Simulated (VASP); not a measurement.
# Cd3Se2S (P3m1) in VASP: single point with PBE

Aim: the single point of Cd3Se2S with PBE.

All numbers are computed with VASP 6.6.1; they aren't measurements. Logs are shortened: lines on timing, memory, paths and dates and some standing lists are left out, and cuts for length are marked.

### 1 The cell of the first run

Symmetry: P3m1, No. 156, trigonal system. Conventional cell: a = 4.319 Å, b = 4.319 Å, c = 21.155 Å, α = 90.00°, β = 90.00°, γ = 120.00°. Within 3.4 Å of Cd (site symmetry 3m) lie 1 S at 2.57 Å and 3 Se at 2.66 Å. Cd (site symmetry 3m) has 1 S at 2.57 Å and 3 Se at 2.66 Å within 3.4 Å. Within 3.5 Å of Cd (site symmetry 3m) lie 4 Se at 2.66 to 2.68 Å. Within 3.4 Å of Cd (site symmetry 3m) lie 3 S at 2.61 Å and 1 Se at 2.69 Å. Within 3.4 Å of Cd (site symmetry 3m) lie 3 S at 2.61 Å and 1 Se at 2.69 Å. Within 3.5 Å of Cd (site symmetry 3m) lie 4 Se at 2.66 to 2.68 Å. Se (site symmetry 3m) has 4 Cd at 2.66 to 2.68 Å within 3.5 Å. Se (site symmetry 3m) has 4 Cd at 2.66 to 2.68 Å within 3.5 Å.

### 2 Single point, PBE

Contents of INCAR:

```
PREC = Accurate
ENCUT = 520
EDIFF = 1E-6
ISMEAR = 0
SIGMA = 0.02
LREAL = False
LASPH = True
NELM = 80
ALGO = Normal
ISIF = 2
LWAVE = False
LCHARG = False
GGA = PE
NBANDS = 66
```

Contents of KPOINTS:

```
regular mesh
0
Gamma
  12 12 2
```

Contents of POSCAR:

```
Cd3Se2S
1.0
    4.3188259324      0.0000000289      0.0000000000
   -2.1594129912      3.7402129575      0.0000000000
    0.0000000000      0.0000000000     21.1548158000
Cd Se S
6 4 2
Direct
    0.0000000000      0.0000000000      0.1735640000
    0.0000000000      0.0000000000      0.5023840000
    0.0000000000      0.0000000000      0.8311630000
    0.6666666667      0.3333333333      0.3310180000
    0.6666666667      0.3333333333      0.6598400000
    0.6666666667      0.3333333333      0.0023380000
    0.0000000000      0.0000000000      0.9580660000
    0.6666666667      0.3333333333      0.1292110000
    0.6666666667      0.3333333333      0.4581270000
    0.6666666667      0.3333333333      0.7869740000
    0.0000000000      0.0000000000      0.2950990000
    0.0000000000      0.0000000000      0.6239350000
```

Potentials or basis: VASP PAW PBE potentials, release 64 (Cd, Se, S).

The run is started by

```
> cat potpaw_PBE.64/Cd/POTCAR potpaw_PBE.64/Se/POTCAR potpaw_PBE.64/S/POTCAR > POTCAR
> mpirun -np 1 vasp_std > vasp.out
```

OUTCAR:

```text
PREC = Accurate
   ENCUT = 520
   EDIFF = 1E-6
   ISMEAR = 0
   LREAL = False
   LASPH = True
   NELM = 80
   ISIF = 2
   GGA = PE

 ion  position               nearest neighbor table
   1  0.000  0.000  0.174-  11 2.57   8 2.66   8 2.66   8 2.66
   2  0.000  0.000  0.502-  12 2.57   9 2.66   9 2.66   9 2.66
   3  0.000  0.000  0.831-  10 2.66  10 2.66  10 2.66   7 2.68
   4  0.667  0.333  0.331-  11 2.61  11 2.61  11 2.61   9 2.69
   5  0.667  0.333  0.660-  12 2.61  12 2.61  12 2.61  10 2.69
   6  0.667  0.333  0.002-   7 2.66   7 2.66   7 2.66   8 2.68
   7  0.000  0.000  0.958-   6 2.66   6 2.66   6 2.66   3 2.68
   8  0.667  0.333  0.129-   1 2.66   1 2.66   1 2.66   6 2.68
   9  0.667  0.333  0.458-   2 2.66   2 2.66   2 2.66   4 2.69
  10  0.667  0.333  0.787-   3 2.66   3 2.66   3 2.66   5 2.69
  11  0.000  0.000  0.295-   1 2.57   4 2.61   4 2.61   4 2.61
  12  0.000  0.000  0.624-   2 2.57   5 2.61   5 2.61   5 2.61

  LATTYP: Found a hexagonal cell.
 ALAT       =     4.3188259324
 C/A-ratio  =     4.8982793313

  Lattice vectors:

 A1 = (   4.3188259324,   0.0000000289,   0.0000000000)
 A2 = (  -2.1594129912,   3.7402129575,   0.0000000000)
 A3 = (   0.0000000000,   0.0000000000,  21.1548158000)

Analysis of symmetry for initial positions (statically):
=====================================================================
 Subroutine PRICEL returns:
 Original cell was already a primitive cell.

 Routine SETGRP: Setting up the symmetry group for a
 hexagonal supercell.

 Subroutine GETGRP returns: Found  6 space group operations
 (whereof  6 operations were pure point group operations)
 out of a pool of 24 trial point group operations.

The static configuration has the point symmetry C_3v.

Analysis of symmetry for dynamics (positions and initial velocities):
=====================================================================
 Subroutine PRICEL returns:
 Original cell was already a primitive cell.

 Routine SETGRP: Setting up the symmetry group for a
 hexagonal supercell.

 Subroutine GETGRP returns: Found  6 space group operations
 (whereof  6 operations were pure point group operations)
 out of a pool of 24 trial point group operations.

The dynamic configuration has the point symmetry C_3v.

 Subroutine INISYM returns: Found  6 space group operations
 (whereof  6 operations are pure point group operations),
 and found     1 'primitive' translations

----------------------------------------------------------------------------------------

                                     Primitive cell

  volume of cell :     341.7207

  direct lattice vectors                    reciprocal lattice vectors
     4.318825932  0.000000029  0.000000000     0.231544409  0.133682229  0.000000000
    -2.159412991  3.740212957  0.000000000    -0.000000002  0.267364454  0.000000000
     0.000000000  0.000000000 21.154815800     0.000000000  0.000000000  0.047270560

  length of vectors
     4.318825932  4.318825932 21.154815800     0.267364454  0.267364454  0.047270560

  position of ions in fractional coordinates (direct lattice)
     0.000000000  0.000000000  0.173564000
     0.000000000  0.000000000  0.502384000
     0.000000000  0.000000000  0.831163000
     0.666666667  0.333333333  0.331018000
     0.666666667  0.333333333  0.659840000
     0.666666667  0.333333333  0.002338000
     0.000000000  0.000000000  0.958066000
     0.666666667  0.333333333  0.129211000
     0.666666667  0.333333333  0.458127000
     0.666666667  0.333333333  0.786974000
     0.000000000  0.000000000  0.295099000
     0.000000000  0.000000000  0.623935000

  ion indices of the primitive-cell ions
   primitive index   ion index
                 1           1
                 2           2
                 3           3
                 4           4
                 5           5
                 6           6
                 7           7
                 8           8
                 9           9
                10          10
                11          11
                12          12

----------------------------------------------------------------------------------------

 KPOINTS: regular mesh

Automatic generation of k-mesh.
 Grid dimensions read from file:
 generate k-points for:   12   12    2

 Generating k-lattice:

  Cartesian coordinates                     Fractional coordinates (reciprocal lattice)
     0.019295367  0.011140186  0.000000000     0.083333333  0.000000000  0.000000000
    -0.000000000  0.022280371  0.000000000     0.000000000  0.083333333  0.000000000
     0.000000000  0.000000000  0.023635280     0.000000000  0.000000000  0.500000000

  Length of vectors
     0.022280371  0.022280371  0.023635280

  Shift w.r.t. Gamma in fractional coordinates (k-lattice)
     0.000000000  0.000000000  0.000000000

 Subroutine IBZKPT returns following result:
 ===========================================

 Found     38 irreducible k-points:

 Following reciprocal coordinates:
            Coordinates               Weight
  0.000000  0.000000  0.000000      1.000000
  0.083333  0.000000  0.000000      6.000000
  0.166667  0.000000  0.000000      6.000000
  0.250000  0.000000  0.000000      6.000000
  0.333333  0.000000  0.000000      6.000000
  0.416667  0.000000  0.000000      6.000000
[... 16 lines left out ...]
  0.250000  0.000000  0.500000      6.000000
  0.333333  0.000000  0.500000      6.000000
 [... further k-points ...]
   k-points           NKPTS =     38   k-points in BZ     NKDIM =     38   number of bands    NBANDS=     66
   number of dos      NEDOS =    301   number of ions     NIONS =     12
   total plane-waves  NPLWV = 163840
   dimension x,y,z NGX =    32 NGY =   32 NGZ =  160
   dimension x,y,z NGXF=    64 NGYF=   64 NGZF=  320
   ions per type =               6   4   2
   NGX,Y,Z   is equivalent  to a cutoff of  12.32, 12.32, 12.57 a.u.
   NGXF,Y,Z  is equivalent  to a cutoff of  24.64, 24.64, 25.15 a.u.
 SYSTEM =  unknown system
   PREC   = accura    normal or accurate (medium, high low for compatibility)
   ISTART =      0    job   : 0-new  1-cont  2-samecut
   ICHARG =      2    charge: 1-file 2-atom 10-const
   ISPIN  =      1    spin polarized calculation?
   LNONCOLLINEAR =      F non collinear calculations
   LSORBIT =      F    spin-orbit coupling
   LASPH  =      T    aspherical Exc in radial PAW
   ENCUT  =  520.0 eV  38.22 Ry    6.18 a.u.   8.03  8.03 39.33*2*pi/ulx,y,z
   NELM   =     80;   NELMIN=  2; NELMDL= -5     # of ELM steps
   EDIFF  = 0.1E-05   stopping-criterion for ELM
   LREAL  =      F    real-space projection
   EDIFFG = 0.1E-04   stopping-criterion for IOM
   NSW    =      0    number of steps for IOM
   IBRION =     -1    ionic relax: 0-MD 1-quasi-New 2-CG
   NFREE  =      0    steps in history (QN), initial steepest desc. (CG)
   ISIF   =      2    stress and relaxation
   ISYM   =      2    0-nonsym 1-usesym 2-fastsym
   POTIM  = 0.5000    time-step for ionic-motion
   TEBEG  =    0.0;   TEEND  =   0.0 temperature during run
   PSTRESS=    0.0 pullay stress
   NELECT =     108.0000    total number of electrons
   NUPDOWN=      -1.0000    fix difference up-down
   EMIN   =  10.00;   EMAX   =-10.00  energy-range for DOS
   EFERMI =   0.00;   METHOD = LEGACY
   ISMEAR =     0;   SIGMA  =   0.02  broadening in eV -4-tet -1-fermi 0-gaus
   EFERMI_NEDOS =   21; number of points for ismear=-14 and -15
   IALGO  =     38    algorithm
   IMIX   =      4    mixing-type and parameters
     AMIX     =   0.40;   BMIX     =  1.00
     AMIX_MAG =   1.60;   BMIX_MAG =  1.00
  volume/ion in A,a.u.               =      28.48       192.17
  Fermi-wavevector in a.u.,A,eV,Ry     =   1.115130  2.107291 16.919060  1.243516
  Thomas-Fermi vector in A             =   2.251732
   LORBIT       =      0    0 simple, 1 ext, 2 COOP (PROOUT), +10 PAW based schemes
   GGA     = PE    functional components
   LHFCALC =     F    Hartree Fock is set to
   AEXX    =    0.0000 exact exchange contribution
   IVDW    =     0    specifies the selected vdW correction
   LEPSILON=     F    determine dielectric tensor
   LRPA    =     F    only Hartree local field effects (RPA)
 non-spin polarized calculation
 Gauss-broadening in eV      SIGMA  =   0.02
  energy-cutoff  :      520.00
  volume of cell :      341.72
 maximum number of plane-waves:      9240
   NGX = 17   NGY = 17   NGZ = 79

 number of electron     108.0000016 magnetization

 Free energy of the ion-electron system (eV)
  ---------------------------------------------------
  ext. energy  EPLUGINS =         0.00000000
  ---------------------------------------------------
  free energy    TOTEN  =       -34.20854678 eV

  energy without entropy =      -34.20854678  energy(sigma->0) =      -34.20854678

 E-fermi :   0.8369     XC(G=0):  -8.7244

 val. band max:        0.7470519424   @ k =   0.0000   0.0000   0.0000
 cond. band min:       1.3460865698   @ k =   0.0000   0.0000   0.0000
 fundamental gap:      0.5990346274
 Fermi energy:         0.8368878362

 k-point     1 :       0.0000    0.0000    0.0000
  band No.  band energies     occupation
      1     -11.5942      2.00000
      2     -11.5089      2.00000
      3     -11.4949      2.00000
      4     -11.3437      2.00000
      5     -11.3018      2.00000
      6     -11.2253      2.00000
[... 58 lines left out ...]
     65       6.8274      0.00000
     66       6.8299      0.00000

 k-point     2 :       0.0833    0.0000    0.0000
  band No.  band energies     occupation
      1     -11.5740      2.00000
      2     -11.4909      2.00000
      3     -11.4772      2.00000
      4     -11.3310      2.00000
      5     -11.2898      2.00000
      6     -11.2159      2.00000
[... 58 lines left out ...]
     65       6.6938      0.00000
     66       6.8056      0.00000

 k-point     3 :       0.1667    0.0000    0.0000
  band No.  band energies     occupation
      1     -11.5177      2.00000
      2     -11.4409      2.00000
      3     -11.4281      2.00000
      4     -11.2965      2.00000
      5     -11.2575      2.00000
      6     -11.1910      2.00000
[... 1438 lines left out ...]
     65       6.3315      0.00000
     66       6.4110      0.00000

 k-point    24 :       0.3333    0.0000    0.5000
  band No.  band energies     occupation
      1     -11.3479      2.00000
      2     -11.3205      2.00000
      3     -11.2582      2.00000
      4     -11.2270      2.00000
      5     -11.1644      2.00000
      6     -11.1339      2.00000
[... 58 lines left out ...]
     65       6.1730      0.00000
     66       6.2574      0.00000

 [... further k-points ...]

------------------------ aborting loop because EDIFF is reached ----------------------------------------

  FORCE on cell =-STRESS in cart. coord.  units (eV):
  Direction    XX          YY          ZZ          XY          YZ          ZX
  --------------------------------------------------------------------------------------
  -------------------------------------------------------------------------------------
  Total        0.5637900      0.5637900      0.5592862      0.0000000     -0.0000000     -0.0000000
  in kB        2.6433623      2.6433623      2.6222459      0.0000000     -0.0000000     -0.0000000
  external PRESSURE =       2.6363235 kB  Pullay stress =       0.0000000 kB

 VOLUME and BASIS-vectors are now :
 -----------------------------------------------------------------------------
  energy-cutoff  :      520.00
  volume of cell :      341.72
      direct lattice vectors                 reciprocal lattice vectors
     4.318825932  0.000000029  0.000000000     0.231544409  0.133682229  0.000000000
    -2.159412991  3.740212957  0.000000000    -0.000000002  0.267364454  0.000000000
     0.000000000  0.000000000 21.154815800     0.000000000  0.000000000  0.047270560

 POSITION                                       TOTAL-FORCE (eV/Angst)
 -----------------------------------------------------------------------------------
      0.00000      0.00000      3.67171         0.000000     -0.000000     -0.000156
      0.00000      0.00000     10.62784        -0.000000      0.000000      0.001033
      0.00000      0.00000     17.58310        -0.000000      0.000000      0.003088
      2.15941      1.24674      7.00262        -0.000000      0.000000     -0.000360
      2.15941      1.24674     13.95879        -0.000000     -0.000000     -0.000794
      2.15941      1.24674      0.04946         0.000000     -0.000000      0.002869
      0.00000      0.00000     20.26771         0.000000     -0.000000     -0.002734
      2.15941      1.24674      2.73343         0.000000     -0.000000     -0.005494
      2.15941      1.24674      9.69159         0.000000     -0.000000     -0.004795
      2.15941      1.24674     16.64829         0.000000     -0.000000     -0.001850
      0.00000      0.00000      6.24276         0.000000     -0.000000      0.004995
      0.00000      0.00000     13.19923         0.000000     -0.000000      0.004196
 -----------------------------------------------------------------------------------
    total drift:                               -0.000001     -0.000000     -0.000411

  FREE ENERGIE OF THE ION-ELECTRON SYSTEM (eV)
  ---------------------------------------------------
  free  energy   TOTEN  =       -34.2085467835 eV

  energy  without entropy=      -34.2085467835  energy(sigma->0) =      -34.20854678
```

It took 17 min on 1 thread of Intel Xeon Platinum 8259CL at 2.50GHz (Skylake/Cascade Lake), shared host; peak memory 0.86 GiB.

What came out:

```yaml
Free_energy: -34.2085 eV
Pressure: 0.3 GPa
Largest_force: 0.005 eV/Å
Band_gap_on_the_k_mesh: 0.60 eV
```

Forces in eV/Å, atoms in the order of the input:
```
Cd   0.000  0.000  0.000
Cd   0.000  0.000  0.001
Cd   0.000  0.000  0.003
Cd   0.000  0.000  0.000
Cd   0.000  0.000 -0.001
Cd   0.000  0.000  0.003
Se   0.000  0.000 -0.003
Se   0.000  0.000 -0.005
Se   0.000  0.000 -0.005
Se   0.000  0.000 -0.002
S    0.000  0.000  0.005
S    0.000  0.000  0.004
```

Levels at points of the mesh, in eV from the valence-band top:
| k point | band 51 | band 52 | band 53 | band 54 | band 55 | band 56 | band 57 | band 58 |
| --- | --- | --- | --- | --- | --- | --- | --- | --- |
| (0.00, 0.00, 0.00) | -0.18 | -0.17 | 0.00 | 0.00 | 0.60 | 1.85 | 1.94 | 2.25 |
| (0.50, 0.00, 0.00) | -1.06 | -1.05 | -0.98 | -0.72 | 2.73 | 2.75 | 3.11 | 3.31 |
| (0.00, 0.00, 0.50) | -0.13 | -0.13 | -0.01 | -0.01 | 1.17 | 1.22 | 2.16 | 2.24 |
| (0.50, 0.00, 0.50) | -1.16 | -1.15 | -0.87 | -0.75 | 2.88 | 2.93 | 2.96 | 2.98 |
